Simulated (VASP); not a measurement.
# P (Cmce) in VASP: single point with r2SCAN

Aim: the single point of P with r2SCAN.

Everything below comes from runs of VASP 6.6.1. Logs are shortened: lines on timing, memory, paths and dates and some standing lists are left out, and cuts for length are marked.

**1. The cell of the first run**

It takes space group Cmce (No. 64, orthorhombic). Conventional cell: a = 3.300 Å, b = 11.020 Å, c = 4.555 Å, α = 90.00°, β = 90.00°, γ = 90.00°. Within 2.9 Å of P (site symmetry m) lie 3 P at 2.21 to 2.25 Å.

**2. Single point, r2SCAN**

POSCAR

```
P
1.0
    1.6498005241     -5.5099545403      0.0000000000
    1.6498005241      5.5099545403      0.0000000000
    0.0000000000      0.0000000000      4.5552968797
P
4
Direct
    0.0954282148      0.9045717852      0.9115553303
    0.5954282148      0.4045717852      0.5884446697
    0.9045717852      0.0954282148      0.0884446697
    0.4045717852      0.5954282148      0.4115553303
```

INCAR.step1

```
SYSTEM = P
ALGO = Normal ; EDIFF = 1E-4
ENCUT = 520 ; GGA = PE
ISMEAR = 0 ; LASPH = .TRUE.
LCHARG = .FALSE. ; LREAL = .FALSE.
LWAVE = .TRUE. ; NBANDS = 18
NELM = 100 ; PREC = Accurate
SIGMA = 0.01
```

INCAR.step2

```
SYSTEM = P
ALGO = Normal ; EDIFF = 1E-6
ENCUT = 520 ; ISIF = 2
ISMEAR = 0 ; ISTART = 1
LASPH = .TRUE. ; LCHARG = .FALSE.
LMIXTAU = .TRUE. ; LREAL = .FALSE.
LWAVE = .FALSE. ; METAGGA = R2SCAN
NBANDS = 18 ; NELM = 100
PREC = Accurate ; SIGMA = 0.01
```

KPOINTS

```
k-points
0
G
  12 12 8
  0 0 0
```

Potentials or basis: VASP PAW PBE potentials, release 64 (P).

Command:

```
> cat potpaw_PBE.64/P/POTCAR > POTCAR
> cp INCAR.step1 INCAR
> mpirun -np 1 vasp_std > vasp.out
> cp INCAR.step2 INCAR
> mpirun -np 1 vasp_std > vasp.out
```

OUTCAR:

```text
SYSTEM = P
   EDIFF = 1E-6
   ENCUT = 520
   ISIF = 2
   ISMEAR = 0
   ISTART = 1
   LASPH = .TRUE.
   LREAL = .FALSE.
   METAGGA = R2SCAN
   NELM = 100
   PREC = Accurate

 ion  position               nearest neighbor table
   1  0.095  0.905  0.912-   2 2.21   2 2.21   3 2.25
   2  0.595  0.405  0.588-   1 2.21   1 2.21   4 2.25
   3  0.905  0.095  0.088-   4 2.21   4 2.21   1 2.25
   4  0.405  0.595  0.412-   3 2.21   3 2.21   2 2.25

  LATTYP: Found a base centered orthorhombic cell.
 ALAT       =     3.2996010482
 B/A-ratio  =     3.3397701479
 C/A-ratio  =     1.3805598959

  Lattice vectors:

 A1 = (   1.6498005241,  -5.5099545403,   0.0000000000)
 A2 = (   1.6498005241,   5.5099545403,   0.0000000000)
 A3 = (   0.0000000000,   0.0000000000,   4.5552968797)

Analysis of symmetry for initial positions (statically):
=====================================================================
 Subroutine PRICEL returns:
 Original cell was already a primitive cell.

 Routine SETGRP: Setting up the symmetry group for a
 base centered orthorhombic supercell.

 Subroutine GETGRP returns: Found  8 space group operations
 (whereof  4 operations were pure point group operations)
 out of a pool of  8 trial point group operations.

The static configuration has the point symmetry C_2h.
 The point group associated with its full space group is D_2h.

Analysis of symmetry for dynamics (positions and initial velocities):
=====================================================================
 Subroutine PRICEL returns:
 Original cell was already a primitive cell.

 Routine SETGRP: Setting up the symmetry group for a
 base centered orthorhombic supercell.

 Subroutine GETGRP returns: Found  8 space group operations
 (whereof  4 operations were pure point group operations)
 out of a pool of  8 trial point group operations.

The dynamic configuration has the point symmetry C_2h.
 The point group associated with its full space group is D_2h.

 Subroutine INISYM returns: Found  8 space group operations
 (whereof  4 operations are pure point group operations),
 and found     1 'primitive' translations

----------------------------------------------------------------------------------------

                                     Primitive cell

  volume of cell :      82.8183

  direct lattice vectors                    reciprocal lattice vectors
     1.649800524 -5.509954540  0.000000000     0.303066942 -0.090744850  0.000000000
     1.649800524  5.509954540  0.000000000     0.303066942  0.090744850  0.000000000
     0.000000000  0.000000000  4.555296880     0.000000000  0.000000000  0.219524660

  length of vectors
     5.751646791  5.751646791  4.555296880     0.316360869  0.316360869  0.219524660

  position of ions in fractional coordinates (direct lattice)
     0.095428215  0.904571785  0.911555330
     0.595428215  0.404571785  0.588444670
     0.904571785  0.095428215  0.088444670
     0.404571785  0.595428215  0.411555330

  ion indices of the primitive-cell ions
   primitive index   ion index
                 1           1
                 2           2
                 3           3
                 4           4

----------------------------------------------------------------------------------------

 KPOINTS: k-points

Automatic generation of k-mesh.
 Grid dimensions read from file:
 generate k-points for:   12   12    8

 Generating k-lattice:

  Cartesian coordinates                     Fractional coordinates (reciprocal lattice)
     0.025255579 -0.007562071  0.000000000     0.083333333  0.000000000  0.000000000
     0.025255579  0.007562071  0.000000000     0.000000000  0.083333333  0.000000000
     0.000000000  0.000000000  0.027440583     0.000000000  0.000000000  0.125000000

  Length of vectors
     0.026363406  0.026363406  0.027440583

  Shift w.r.t. Gamma in fractional coordinates (k-lattice)
     0.000000000  0.000000000  0.000000000

 Subroutine IBZKPT returns following result:
 ===========================================

 Found    215 irreducible k-points:

 Following reciprocal coordinates:
            Coordinates               Weight
  0.000000  0.000000  0.000000      1.000000
  0.083333  0.000000  0.000000      4.000000
  0.166667  0.000000  0.000000      4.000000
  0.250000  0.000000  0.000000      4.000000
  0.333333  0.000000  0.000000      4.000000
  0.416667  0.000000  0.000000      4.000000
[... 16 lines left out ...]
  0.500000  0.166667  0.000000      4.000000
 -0.416667  0.166667  0.000000      4.000000
 [... further k-points ...]
   k-points           NKPTS =    215   k-points in BZ     NKDIM =    215   number of bands    NBANDS=     18
   number of dos      NEDOS =    301   number of ions     NIONS =      4
   total plane-waves  NPLWV =  82944
   dimension x,y,z NGX =    48 NGY =   48 NGZ =   36
   dimension x,y,z NGXF=    96 NGYF=   96 NGZF=   72
   ions per type =               4
   NGX,Y,Z   is equivalent  to a cutoff of  13.87, 13.87, 13.14 a.u.
   NGXF,Y,Z  is equivalent  to a cutoff of  27.75, 27.75, 26.28 a.u.
 SYSTEM =  P
   PREC   = accura    normal or accurate (medium, high low for compatibility)
   ISTART =      1    job   : 0-new  1-cont  2-samecut
   ICHARG =      0    charge: 1-file 2-atom 10-const
   ISPIN  =      1    spin polarized calculation?
   LNONCOLLINEAR =      F non collinear calculations
   LSORBIT =      F    spin-orbit coupling
   LASPH  =      T    aspherical Exc in radial PAW
   ENCUT  =  520.0 eV  38.22 Ry    6.18 a.u.  10.69 10.69  8.47*2*pi/ulx,y,z
   NELM   =    100;   NELMIN=  2; NELMDL=  0     # of ELM steps
   EDIFF  = 0.1E-05   stopping-criterion for ELM
   LREAL  =      F    real-space projection
   EDIFFG = 0.1E-04   stopping-criterion for IOM
   NSW    =      0    number of steps for IOM
   IBRION =     -1    ionic relax: 0-MD 1-quasi-New 2-CG
   NFREE  =      0    steps in history (QN), initial steepest desc. (CG)
   ISIF   =      2    stress and relaxation
   ISYM   =      2    0-nonsym 1-usesym 2-fastsym
   POTIM  = 0.5000    time-step for ionic-motion
   TEBEG  =    0.0;   TEEND  =   0.0 temperature during run
   PSTRESS=    0.0 pullay stress
   NELECT =      20.0000    total number of electrons
   NUPDOWN=      -1.0000    fix difference up-down
   EMIN   =  10.00;   EMAX   =-10.00  energy-range for DOS
   EFERMI =   0.00;   METHOD = LEGACY
   ISMEAR =     0;   SIGMA  =   0.01  broadening in eV -4-tet -1-fermi 0-gaus
   EFERMI_NEDOS =   21; number of points for ismear=-14 and -15
   IALGO  =     38    algorithm
   IMIX   =      4    mixing-type and parameters
     AMIX     =   0.40;   BMIX     =  1.00
     AMIX_MAG =   1.60;   BMIX_MAG =  1.00
  volume/ion in A,a.u.               =      20.70       139.72
  Fermi-wavevector in a.u.,A,eV,Ry     =   1.019474  1.926526 14.140903  1.039327
  Thomas-Fermi vector in A             =   2.152990
   LORBIT       =      0    0 simple, 1 ext, 2 COOP (PROOUT), +10 PAW based schemes
   METAGGA = R2SCAN    functional components
   LHFCALC =     F    Hartree Fock is set to
   AEXX    =    0.0000 exact exchange contribution
   IVDW    =     0    specifies the selected vdW correction
   LEPSILON=     F    determine dielectric tensor
   LRPA    =     F    only Hartree local field effects (RPA)
 non-spin polarized calculation
 Gauss-broadening in eV      SIGMA  =   0.01
  energy-cutoff  :      520.00
  volume of cell :       82.82
 maximum number of plane-waves:      2260
 NGX is ok and might be reduce to    48
   NGX = 21   NGY = 21   NGZ = 17

 number of electron      20.0000001 magnetization

 Free energy of the ion-electron system (eV)
  ---------------------------------------------------
  ext. energy  EPLUGINS =         0.00000000
  ---------------------------------------------------
  free energy    TOTEN  =       -35.92304357 eV

  energy without entropy =      -35.92304357  energy(sigma->0) =      -35.92304357

 E-fermi :   5.7229     XC(G=0):  -9.8047

 val. band max:        5.6330820586   @ k =   0.5000   0.5000   0.0000
 cond. band min:       5.8998461751   @ k =   0.5000   0.5000   0.0000
 fundamental gap:      0.2667641164
 Fermi energy:         5.7229385872

 k-point     1 :       0.0000    0.0000    0.0000
  band No.  band energies     occupation
      1     -10.8750      2.00000
      2      -8.0275      2.00000
      3      -4.5758      2.00000
      4      -1.3751      2.00000
      5       0.5252      2.00000
      6       0.5920      2.00000
[... 10 lines left out ...]
     17      12.9964      0.00000
     18      13.4122      0.00000

 k-point     2 :       0.0833    0.0000    0.0000
  band No.  band energies     occupation
      1     -10.7857      2.00000
      2      -7.9416      2.00000
      3      -4.6114      2.00000
      4      -1.2974      2.00000
      5       0.3811      2.00000
      6       0.6583      2.00000
[... 10 lines left out ...]
     17      12.6594      0.00000
     18      13.0005      0.00000

 k-point     3 :       0.1667    0.0000    0.0000
  band No.  band energies     occupation
      1     -10.5190      2.00000
      2      -7.6841      2.00000
      3      -4.7751      2.00000
      4      -1.0715      2.00000
      5      -0.2690      2.00000
      6       0.0420      2.00000
[... 10 lines left out ...]
     17      11.2712      0.00000
     18      12.8977      0.00000

 k-point     4 :       0.2500    0.0000    0.0000
  band No.  band energies     occupation
      1     -10.0792      2.00000
      2      -7.2554      2.00000
      3      -5.2045      2.00000
      4      -1.4127      2.00000
      5      -0.7250      2.00000
      6      -0.5828      2.00000
[... 10 lines left out ...]
     17      11.5878      0.00000
     18      12.8023      0.00000

 k-point     5 :       0.3333    0.0000    0.0000
  band No.  band energies     occupation
      1      -9.4744      2.00000
      2      -6.6569      2.00000
      3      -5.9529      2.00000
      4      -2.6797      2.00000
      5      -0.7306      2.00000
      6      -0.3340      2.00000
[... 10 lines left out ...]
     17      12.7686      0.00000
     18      12.7752      0.00000

 k-point     6 :       0.4167    0.0000    0.0000
  band No.  band energies     occupation
      1      -8.7191      2.00000
      2      -6.8852      2.00000
      3      -5.8911      2.00000
      4      -3.8846      2.00000
      5      -0.5157      2.00000
      6      -0.0858      2.00000
[... 10 lines left out ...]
     17      12.4039      0.00000
     18      12.6741      0.00000

 k-point     7 :       0.5000    0.0000    0.0000
  band No.  band energies     occupation
      1      -7.8395      2.00000
      2      -7.8395      2.00000
      3      -4.9633      2.00000
      4      -4.9633      2.00000
      5      -0.1941      2.00000
      6      -0.1941      2.00000
[... 10 lines left out ...]
     17      12.4364      0.00000
     18      12.4364      0.00000

 k-point     8 :       0.0833    0.0833    0.0000
  band No.  band energies     occupation
      1     -10.5267      2.00000
      2      -7.6642      2.00000
      3      -4.7779      2.00000
      4      -1.1010      2.00000
      5      -0.2532      2.00000
      6       0.0349      2.00000
[... 10 lines left out ...]
     17      11.2469      0.00000
     18      13.7102      0.00000
[... 229 lines left out ...]
     17      12.5098      0.00000
     18      13.9305      0.00000

 k-point    20 :       0.2500    0.1667    0.0000
  band No.  band energies     occupation
      1      -8.7565      2.00000
      2      -6.8548      2.00000
      3      -5.7893      2.00000
      4      -3.9760      2.00000
      5      -0.5120      2.00000
      6      -0.1755      2.00000
[... 10 lines left out ...]
     17      12.2019      0.00000
     18      13.4025      0.00000

 k-point    21 :       0.3333    0.1667    0.0000
  band No.  band energies     occupation
      1      -7.8818      2.00000
      2      -7.7947      2.00000
      3      -5.0832      2.00000
      4      -4.8422      2.00000
      5      -0.2367      2.00000
      6      -0.1568      2.00000
[... 10 lines left out ...]
     17      12.3933      0.00000
     18      12.7339      0.00000

 k-point    22 :       0.4167    0.1667    0.0000
  band No.  band energies     occupation
      1      -8.6647      2.00000
      2      -6.9248      2.00000
      3      -6.0295      2.00000
      4      -3.7569      2.00000
      5      -0.5256      2.00000
      6       0.0409      2.00000
[... 10 lines left out ...]
     17      12.3330      0.00000
     18      12.7503      0.00000

 k-point    23 :       0.5000    0.1667    0.0000
  band No.  band energies     occupation
      1      -9.4158      2.00000
      2      -6.8030      2.00000
      3      -5.9793      2.00000
      4      -2.5646      2.00000
      5      -0.7328      2.00000
      6      -0.1168      2.00000
[... 10 lines left out ...]
     17      12.3591      0.00000
     18      12.5800      0.00000

 k-point    24 :      -0.4167    0.1667    0.0000
  band No.  band energies     occupation
      1     -10.0218      2.00000
      2      -7.3982      2.00000
      3      -5.2075      2.00000
      4      -1.3492      2.00000
      5      -0.5878      2.00000
      6      -0.4860      2.00000
[... 10 lines left out ...]
     17      11.5391      0.00000
     18      11.8517      0.00000

 [... further k-points ...]

------------------------ aborting loop because EDIFF is reached ----------------------------------------

  FORCE on cell =-STRESS in cart. coord.  units (eV):
  Direction    XX          YY          ZZ          XY          YZ          ZX
  --------------------------------------------------------------------------------------
  -------------------------------------------------------------------------------------
  Total       -0.3457061     -0.2671145     -0.3562638      0.0000000     -0.0000000      0.0000000
  in kB       -6.6879267     -5.1675174     -6.8921723      0.0000000     -0.0000000      0.0000000
  external PRESSURE =      -6.2492055 kB  Pullay stress =       0.0000000 kB

 VOLUME and BASIS-vectors are now :
 -----------------------------------------------------------------------------
  energy-cutoff  :      520.00
  volume of cell :       82.82
      direct lattice vectors                 reciprocal lattice vectors
     1.649800524 -5.509954540  0.000000000     0.303066942 -0.090744850  0.000000000
     1.649800524  5.509954540  0.000000000     0.303066942  0.090744850  0.000000000
     0.000000000  0.000000000  4.555296880     0.000000000  0.000000000  0.219524660

 POSITION                                       TOTAL-FORCE (eV/Angst)
 -----------------------------------------------------------------------------------
      1.64980      4.45834      4.15241         0.000000      0.059790     -0.079909
      1.64980     -1.05161      2.68054         0.000000      0.059790      0.079909
      1.64980     -4.45834      0.40289         0.000000     -0.059790      0.079909
      1.64980      1.05161      1.87476         0.000000     -0.059790     -0.079909
 -----------------------------------------------------------------------------------
    total drift:                                0.000000     -0.000000     -0.000000

  FREE ENERGIE OF THE ION-ELECTRON SYSTEM (eV)
  ---------------------------------------------------
  free  energy   TOTEN  =       -35.9230435736 eV

  energy  without entropy=      -35.9230435736  energy(sigma->0) =      -35.92304357
```

Wall time 12 min (1 thread of Intel Xeon 6975P-C (Granite Rapids), shared host); peak memory 0.42 GiB.

What came out:

```yaml
Free_energy: -35.9230 eV
Pressure: -0.6 GPa
Largest_force: 0.100 eV/Å
Band_gap_on_the_k_mesh: 0.27 eV
```

Forces in eV/Å, atoms in the order of the input:
```
P    0.000  0.060 -0.080
P    0.000  0.060  0.080
P    0.000 -0.060  0.080
P    0.000 -0.060 -0.080
```

Levels at points of the mesh, in eV from the valence-band top:
```
           k point  band 7  band 8  band 9  band 10  band 11  band 12  band 13  band 14
(0.00, 0.00, 0.00)   -4.24   -2.86   -2.68    -1.22     0.74     1.33     2.21     3.03
(0.50, 0.00, 0.00)   -3.52   -3.52   -2.69    -2.69     0.90     0.90     1.70     1.70
(0.50, 0.50, 0.00)   -4.34   -2.53   -1.67     0.00     0.27     1.10     2.43     2.92
(0.00, 0.00, 0.50)   -3.42   -3.42   -1.72    -1.72     1.75     1.75     3.13     3.13
(0.50, 0.00, 0.50)   -5.45   -5.45   -1.88    -1.88     1.91     1.91     3.68     3.68
(0.50, 0.50, 0.50)   -2.93   -2.93   -2.01    -2.01     1.69     1.69     2.85     2.85
```

Caveat: semilocal functionals underestimate gaps, and a narrow one can read as zero; the PAW data sets were made with another functional, which shifts forces and pressure a little. A k mesh can miss the band edges.
